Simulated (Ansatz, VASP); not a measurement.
One calculation of Pb, two programs

```
Pb
1.0
     0.00000    2.47950    2.47950
     2.47950    0.00000    2.47950
     2.47950    2.47950    0.00000
Pb
1
Direct
  0.00000 0.00000 0.00000
```

Alike in both runs: functional PBE; dispersion D3(BJ); k mesh 14 × 14 × 14; occupations gaussian, width 0.1 eV; no spin polarisation.

Ansatz relaxed the structure, and its values are those at the end. VASP's run is a single point on that final structure, the one shown.

```csv
,VASP,Ansatz
version,VASP 6.6.1,Ansatz 0.2.0
potentials or method,"VASP PAW PBE potentials, release 64 (Pb_d), cutoff 500 eV","scalar-relativistic, plane waves, PAW"
valence electrons in the cell,14,14
```

|  | VASP | Ansatz | Ansatz less VASP |
| --- | --- | --- | --- |
| gap on the k mesh at the Fermi level (eV) | none | none | - |
| pressure (GPa) | -0.1 | 0.0 | +0.05 |

A gap of «none» marks a metal or a gap that the smearing closes. Ansatz's warnings: relaxed geometry near dispersion switch.

Spin-orbit coupling is off throughout.
